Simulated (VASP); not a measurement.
# Ga3N2 (R-3c) in VASP: notebook

Runs on Ga3N2. Level: PBE. Tasks: single point.

Program: VASP 6.6.1. These are calculated values, not measurements. Logs are shortened: lines on timing, memory, paths and dates and some standing lists are left out, and cuts for length are marked.

## 1. The cell of the first run

Symmetry: R-3c, No. 167, trigonal system. Conventional cell: a = 5.568 Å, b = 5.568 Å, c = 15.202 Å, α = 90.00°, β = 90.00°, γ = 120.00°. Within 3.2 Å of Ga (site symmetry 2) lie 4 N at 2.17 to 2.31 Å and 8 Ga at 2.95 to 3.19 Å. N (site symmetry 3) has 6 Ga at 2.17 to 2.31 Å within 2.9 Å.

## 2. Single point, PBE

INCAR reads:

```
SYSTEM = Ga3N2
PREC = Accurate
ENCUT = 520
EDIFF = 1E-6
ISMEAR = 0
SIGMA = 0.1
LREAL = .FALSE.
LASPH = .TRUE.
NELM = 80
ALGO = Normal
ISIF = 2
LWAVE = .FALSE.
LCHARG = .FALSE.
GGA = PE
NBANDS = 60
```

KPOINTS reads:

```
regular mesh
0
G
  6 6 6
  0 0 0
```

POSCAR reads:

```
Ga3N2
1.0
    2.7841095968      1.6074064251      5.0674975576
   -2.7841095968      1.6074064251      5.0674975576
    0.0000000000     -3.2148128504      5.0674975576
Ga N
6 4
Direct
    0.0562500000      0.4437500000      0.7500000000
    0.7500000000      0.0562500000      0.4437500000
    0.4437500000      0.7500000000      0.0562500000
    0.9437500000      0.5562500000      0.2500000000
    0.2500000000      0.9437500000      0.5562500000
    0.5562500000      0.2500000000      0.9437500000
    0.8521800000      0.8521800000      0.8521800000
    0.6478200000      0.6478200000      0.6478200000
    0.1478200000      0.1478200000      0.1478200000
    0.3521800000      0.3521800000      0.3521800000
```

Potentials or basis: VASP PAW PBE potentials, release 64 (Ga_d, N).

Started as:

```
$ cat potpaw_PBE.64/Ga_d/POTCAR potpaw_PBE.64/N/POTCAR > POTCAR
$ mpirun -np 1 vasp_std > vasp.out
```

OUTCAR:

```text
SYSTEM = Ga3N2
   PREC = Accurate
   ENCUT = 520
   EDIFF = 1E-6
   ISMEAR = 0
   LREAL = .FALSE.
   LASPH = .TRUE.
   NELM = 80
   ISIF = 2
   GGA = PE

 ion  position               nearest neighbor table
   1  0.056  0.444  0.750-   9 2.17  10 2.17   7 2.31   8 2.31
   2  0.750  0.056  0.444-   9 2.17  10 2.17   8 2.31   7 2.31
   3  0.444  0.750  0.056-  10 2.17   9 2.17   7 2.31   8 2.31
   4  0.944  0.556  0.250-   7 2.17   8 2.17   9 2.31  10 2.31
   5  0.250  0.944  0.556-   7 2.17   8 2.17  10 2.31   9 2.31
   6  0.556  0.250  0.944-   8 2.17   7 2.17   9 2.31  10 2.31
   7  0.852  0.852  0.852-   5 2.17   6 2.17   4 2.17   3 2.31   1 2.31   2 2.31
   8  0.648  0.648  0.648-   6 2.17   5 2.17   4 2.17   2 2.31   1 2.31   3 2.31
   9  0.148  0.148  0.148-   2 2.17   3 2.17   1 2.17   6 2.31   4 2.31   5 2.31
  10  0.352  0.352  0.352-   3 2.17   2 2.17   1 2.17   5 2.31   4 2.31   6 2.31

  LATTYP: Found a trigonal (rhomboedric) cell.
 ALAT       =     6.0012126407
 COS(alpha) =     0.5695481095

  Lattice vectors:

 A1 = (   2.7841095968,   1.6074064251,   5.0674975576)
 A2 = (  -2.7841095968,   1.6074064251,   5.0674975576)
 A3 = (   0.0000000000,  -3.2148128504,   5.0674975576)

Analysis of symmetry for initial positions (statically):
=====================================================================
 Subroutine PRICEL returns:
 Original cell was already a primitive cell.

 Routine SETGRP: Setting up the symmetry group for a
 trigonal (rhombohedral) supercell.

 Subroutine GETGRP returns: Found 12 space group operations
 (whereof  6 operations were pure point group operations)
 out of a pool of 12 trial point group operations.

The static configuration has the point symmetry S_6 .
 The point group associated with its full space group is D_3d.

Analysis of symmetry for dynamics (positions and initial velocities):
=====================================================================
 Subroutine PRICEL returns:
 Original cell was already a primitive cell.

 Routine SETGRP: Setting up the symmetry group for a
 trigonal (rhombohedral) supercell.

 Subroutine GETGRP returns: Found 12 space group operations
 (whereof  6 operations were pure point group operations)
 out of a pool of 12 trial point group operations.

The dynamic configuration has the point symmetry S_6 .
 The point group associated with its full space group is D_3d.

 Subroutine INISYM returns: Found 12 space group operations
 (whereof  6 operations are pure point group operations),
 and found     1 'primitive' translations

----------------------------------------------------------------------------------------

                                     Primitive cell

  volume of cell :     136.0683

  direct lattice vectors                    reciprocal lattice vectors
     2.784109597  1.607406425  5.067497558     0.179590631  0.103686699  0.065778687
    -2.784109597  1.607406425  5.067497558    -0.179590631  0.103686699  0.065778687
     0.000000000 -3.214812850  5.067497558     0.000000000 -0.207373399  0.065778687

  length of vectors
     6.001212641  6.001212641  6.001212641     0.217555883  0.217555883  0.217555883

  position of ions in fractional coordinates (direct lattice)
     0.056250000  0.443750000  0.750000000
     0.750000000  0.056250000  0.443750000
     0.443750000  0.750000000  0.056250000
     0.943750000  0.556250000  0.250000000
     0.250000000  0.943750000  0.556250000
     0.556250000  0.250000000  0.943750000
     0.852180000  0.852180000  0.852180000
     0.647820000  0.647820000  0.647820000
     0.147820000  0.147820000  0.147820000
     0.352180000  0.352180000  0.352180000

  ion indices of the primitive-cell ions
   primitive index   ion index
                 1           1
                 2           2
                 3           3
                 4           4
                 5           5
                 6           6
                 7           7
                 8           8
                 9           9
                10          10

----------------------------------------------------------------------------------------

 KPOINTS: regular mesh

Automatic generation of k-mesh.
 Grid dimensions read from file:
 generate k-points for:    6    6    6

 Generating k-lattice:

  Cartesian coordinates                     Fractional coordinates (reciprocal lattice)
     0.029931772  0.017281117  0.010963114     0.166666667 -0.000000000 -0.000000000
    -0.029931772  0.017281117  0.010963114    -0.000000000  0.166666667 -0.000000000
     0.000000000 -0.034562233  0.010963114     0.000000000  0.000000000  0.166666667

  Length of vectors
     0.036259314  0.036259314  0.036259314

  Shift w.r.t. Gamma in fractional coordinates (k-lattice)
     0.000000000  0.000000000  0.000000000

 Subroutine IBZKPT returns following result:
 ===========================================

 Found     32 irreducible k-points:

 Following reciprocal coordinates:
            Coordinates               Weight
  0.000000  0.000000  0.000000      1.000000
  0.166667  0.000000  0.000000      6.000000
  0.333333  0.000000  0.000000      6.000000
  0.500000 -0.000000 -0.000000      3.000000
  0.166667  0.166667  0.000000      6.000000
  0.333333  0.166667  0.000000     12.000000
[... 16 lines left out ...]
  0.500000  0.500000  0.166667      6.000000
 -0.333333  0.500000  0.166667     12.000000
 [... further k-points ...]
   k-points           NKPTS =     32   k-points in BZ     NKDIM =     32   number of bands    NBANDS=     60
   number of dos      NEDOS =    301   number of ions     NIONS =     10
   total plane-waves  NPLWV = 110592
   dimension x,y,z NGX =    48 NGY =   48 NGZ =   48
   dimension x,y,z NGXF=    96 NGYF=   96 NGZF=   96
   ions per type =               6   4
   NGX,Y,Z   is equivalent  to a cutoff of  13.30, 13.30, 13.30 a.u.
   NGXF,Y,Z  is equivalent  to a cutoff of  26.59, 26.59, 26.59 a.u.
 SYSTEM =  Ga3N2
   PREC   = accura    normal or accurate (medium, high low for compatibility)
   ISTART =      0    job   : 0-new  1-cont  2-samecut
   ICHARG =      2    charge: 1-file 2-atom 10-const
   ISPIN  =      1    spin polarized calculation?
   LNONCOLLINEAR =      F non collinear calculations
   LSORBIT =      F    spin-orbit coupling
   LASPH  =      T    aspherical Exc in radial PAW
   ENCUT  =  520.0 eV  38.22 Ry    6.18 a.u.  11.16 11.16 11.16*2*pi/ulx,y,z
   NELM   =     80;   NELMIN=  2; NELMDL= -5     # of ELM steps
   EDIFF  = 0.1E-05   stopping-criterion for ELM
   LREAL  =      F    real-space projection
   EDIFFG = 0.1E-04   stopping-criterion for IOM
   NSW    =      0    number of steps for IOM
   IBRION =     -1    ionic relax: 0-MD 1-quasi-New 2-CG
   NFREE  =      0    steps in history (QN), initial steepest desc. (CG)
   ISIF   =      2    stress and relaxation
   ISYM   =      2    0-nonsym 1-usesym 2-fastsym
   POTIM  = 0.5000    time-step for ionic-motion
   TEBEG  =    0.0;   TEEND  =   0.0 temperature during run
   PSTRESS=    0.0 pullay stress
   NELECT =      98.0000    total number of electrons
   NUPDOWN=      -1.0000    fix difference up-down
   EMIN   =  10.00;   EMAX   =-10.00  energy-range for DOS
   EFERMI =   0.00;   METHOD = LEGACY
   ISMEAR =     0;   SIGMA  =   0.10  broadening in eV -4-tet -1-fermi 0-gaus
   EFERMI_NEDOS =   21; number of points for ismear=-14 and -15
   IALGO  =     38    algorithm
   IMIX   =      4    mixing-type and parameters
     AMIX     =   0.40;   BMIX     =  1.00
     AMIX_MAG =   1.60;   BMIX_MAG =  1.00
  volume/ion in A,a.u.               =      13.61        91.82
  Fermi-wavevector in a.u.,A,eV,Ry     =   1.467454  2.773087 29.299086  2.153422
  Thomas-Fermi vector in A             =   2.583070
   LORBIT       =      0    0 simple, 1 ext, 2 COOP (PROOUT), +10 PAW based schemes
   GGA     = PE    functional components
   LHFCALC =     F    Hartree Fock is set to
   AEXX    =    0.0000 exact exchange contribution
   IVDW    =     0    specifies the selected vdW correction
   LEPSILON=     F    determine dielectric tensor
   LRPA    =     F    only Hartree local field effects (RPA)
 non-spin polarized calculation
 Gauss-broadening in eV      SIGMA  =   0.10
  energy-cutoff  :      520.00
  volume of cell :      136.07
 maximum number of plane-waves:      3696
 NGX is ok and might be reduce to    48
   NGX = 23   NGY = 23   NGZ = 23

 number of electron      97.9999998 magnetization

 Free energy of the ion-electron system (eV)
  ---------------------------------------------------
  ext. energy  EPLUGINS =         0.00000000
  ---------------------------------------------------
  free energy    TOTEN  =       -45.40543129 eV

  energy without entropy =      -45.38751923  energy(sigma->0) =      -45.39647526

 E-fermi :   6.3825     XC(G=0): -11.3890

 val. band max:        6.3663458749   @ k =   0.5000   0.1667  -0.0000
 cond. band min:       6.3873962917   @ k =   0.5000   0.1667   0.1667
 fundamental gap:      0.0210504168
 Fermi energy:         6.3824879655

 k-point     1 :       0.0000    0.0000    0.0000
  band No.  band energies     occupation
      1     -10.4092      2.00000
      2      -9.8543      2.00000
      3      -9.6797      2.00000
      4      -9.5114      2.00000
      5      -8.9511      2.00000
      6      -8.9511      2.00000
[... 52 lines left out ...]
     59      12.5685      0.00000
     60      12.6164      0.00000

 k-point     2 :       0.1667    0.0000    0.0000
  band No.  band energies     occupation
      1     -10.3273      2.00000
      2      -9.8496      2.00000
      3      -9.7025      2.00000
      4      -9.5571      2.00000
      5      -8.9437      2.00000
      6      -8.9426      2.00000
[... 1375 lines left out ...]
     59      11.0709      0.00000
     60      11.9792      0.00000

 k-point    24 :      -0.3333    0.5000    0.1667
  band No.  band energies     occupation
      1      -9.8946      2.00000
      2      -9.8304      2.00000
      3      -9.7968      2.00000
      4      -9.7723      2.00000
      5      -8.9472      2.00000
      6      -8.9361      2.00000
[... 52 lines left out ...]
     59      11.1115      0.00000
     60      11.3304      0.00000

 [... further k-points ...]

------------------------ aborting loop because EDIFF is reached ----------------------------------------

  FORCE on cell =-STRESS in cart. coord.  units (eV):
  Direction    XX          YY          ZZ          XY          YZ          ZX
  --------------------------------------------------------------------------------------
  -------------------------------------------------------------------------------------
  Total       -0.0063714     -0.0063714      1.8623502      0.0000000     -0.0000000      0.0000000
  in kB       -0.0750218     -0.0750218     21.9288117      0.0000000     -0.0000000      0.0000000
  external PRESSURE =       7.2595894 kB  Pullay stress =       0.0000000 kB

 VOLUME and BASIS-vectors are now :
 -----------------------------------------------------------------------------
  energy-cutoff  :      520.00
  volume of cell :      136.07
      direct lattice vectors                 reciprocal lattice vectors
     2.784109597  1.607406425  5.067497558     0.179590631  0.103686699  0.065778687
    -2.784109597  1.607406425  5.067497558    -0.179590631  0.103686699  0.065778687
     0.000000000 -3.214812850  5.067497558     0.000000000 -0.207373399  0.065778687

 POSITION                                       TOTAL-FORCE (eV/Angst)
 -----------------------------------------------------------------------------------
     -1.07884     -1.60741      6.33437         0.402538     -0.000000     -0.000000
      1.93148     -0.13060      6.33437        -0.201269      0.348608     -0.000000
     -0.85263      1.73801      6.33437        -0.201269     -0.348608     -0.000000
      1.07884      1.60741      8.86812        -0.402538     -0.000000     -0.000000
     -1.93148      0.13060      8.86812         0.201269     -0.348608     -0.000000
      0.85263     -1.73801      8.86812         0.201269      0.348608     -0.000000
      0.00000     -0.00000     12.95526        -0.000000     -0.000000      0.472199
      0.00000     -0.00000      9.84848        -0.000000      0.000000     -0.472199
      0.00000     -0.00000      2.24723        -0.000000      0.000000     -0.472199
      0.00000     -0.00000      5.35401        -0.000000     -0.000000      0.472199
 -----------------------------------------------------------------------------------
    total drift:                               -0.000000     -0.000000     -0.000000

  FREE ENERGIE OF THE ION-ELECTRON SYSTEM (eV)
  ---------------------------------------------------
  free  energy   TOTEN  =       -45.4054312900 eV

  energy  without entropy=      -45.3875192252  energy(sigma->0) =      -45.39647526
```

Run time: 6.1 min. Hardware: 1 thread of Intel Xeon Platinum 8259CL at 2.50GHz (Skylake/Cascade Lake), shared host; peak memory 0.43 GiB.

Results:

```
Free energy            : -45.4054 eV
Pressure               : 0.7 GPa
Largest force          : 0.472 eV/Å
Band gap on the k mesh : zero (bands 49 and 50 overlap by 1.12 eV)
```

Forces on the atoms (eV/Å):
```
Ga   0.403  0.000  0.000
Ga  -0.201  0.349  0.000
Ga  -0.201 -0.349  0.000
Ga  -0.403  0.000  0.000
Ga   0.201 -0.349  0.000
Ga   0.201  0.349  0.000
N    0.000  0.000  0.472
N    0.000  0.000 -0.472
N    0.000  0.000 -0.472
N    0.000  0.000  0.472
```

Levels at points of the mesh, in eV from the Fermi level:
```tsv
k point	band 47	band 48	band 49	band 50	band 51	band 52
(0.00, 0.00, 0.00)	-3.02	-1.29	-1.29	0.96	2.17	2.17
(0.50, 0.00, 0.00)	-0.29	-0.29	0.74	0.74	0.86	0.86
(0.50, 0.50, 0.00)	-2.02	-1.09	-0.53	0.08	0.65	1.07
(0.50, 0.50, 0.50)	-0.75	-0.75	0.77	0.77	0.77	0.77
```

## 3. Single point, PBE

This run uses another cell than the first one, of 16.43 Å³/atom.

INCAR reads:

```
SYSTEM = Ga3N2
PREC     = Accurate       ! precision mode
ENCUT    = 520            ! plane-wave cutoff, eV
EDIFF    = 1E-6           ! SCF threshold, eV
ISMEAR   = 0              ! smearing method
SIGMA    = 0.1            ! smearing width, eV
LREAL    = .FALSE.        ! projectors in reciprocal space
LASPH    = .TRUE.         ! aspherical terms in the spheres
NELM     = 100            ! most SCF steps
ALGO     = Normal         ! electronic algorithm
ISIF     = 2              ! what is computed and relaxed
LWAVE    = .FALSE.        ! write WAVECAR
LCHARG   = .FALSE.        ! write CHGCAR
GGA      = PE             ! functional
NBANDS   = 60             ! bands
```

KPOINTS reads:

```
Automatic mesh
0
G
  6 6 6
  0 0 0
```

POSCAR reads:

```
Ga3N2
1.0
    2.6616194672      1.5366867158      6.6941987018
   -2.6616194672      1.5366867158      6.6941987018
    0.0000000000     -3.0733734317      6.6941987017
Ga N
6 4
Direct
    0.0461398973      0.4538601027      0.7500000000
    0.7500000000      0.0461398973      0.4538601027
    0.4538601027      0.7500000000      0.0461398973
    0.9538601027      0.5461398973      0.2500000000
    0.2500000000      0.9538601027      0.5461398973
    0.5461398973      0.2500000000      0.9538601027
    0.9023741821      0.9023741821      0.9023741821
    0.5976258179      0.5976258179      0.5976258179
    0.0976258179      0.0976258179      0.0976258179
    0.4023741821      0.4023741821      0.4023741821
```

Potentials or basis: VASP PAW PBE potentials, release 64 (Ga_d, N).

Started as:

```
$ cat potpaw_PBE.64/Ga_d/POTCAR potpaw_PBE.64/N/POTCAR > POTCAR
$ mpirun -np 1 vasp_std > vasp.out
```

It took 10 min on 1 thread of Intel Xeon Platinum 8259CL at 2.50GHz (Skylake/Cascade Lake), shared host; peak memory 0.56 GiB.

It converged, with:

```yaml
Free_energy: -47.9550 eV
Pressure: 0.0 GPa
Largest_force: 0.022 eV/Å
Band_gap_on_the_k_mesh: zero (bands 49 and 50 overlap by 1.80 eV)
```

Forces on the atoms (eV/Å):
```
Ga   0.022  0.000  0.000
Ga  -0.011  0.019  0.000
Ga  -0.011 -0.019  0.000
Ga  -0.022  0.000  0.000
Ga   0.011 -0.019  0.000
Ga   0.011  0.019  0.000
N    0.000  0.000 -0.002
N    0.000  0.000  0.002
N    0.000  0.000  0.002
N    0.000  0.000 -0.002
```

Stress tensor (GPa, compression positive):
```
-0.05  0.00  0.00
 0.00 -0.05  0.00
 0.00  0.00  0.12
```

Levels at points of the mesh, in eV from the Fermi level:
```tsv
k point	band 47	band 48	band 49	band 50	band 51	band 52
(0.00, 0.00, 0.00)	-2.32	-1.55	0.90	0.90	1.84	1.84
(0.50, 0.00, 0.00)	-2.05	-2.05	-0.06	-0.06	1.20	1.20
(0.50, 0.50, 0.00)	-2.68	-2.07	-0.43	-0.18	1.26	1.35
(0.50, 0.50, 0.50)	-2.14	-2.14	1.49	1.49	1.49	1.49
```
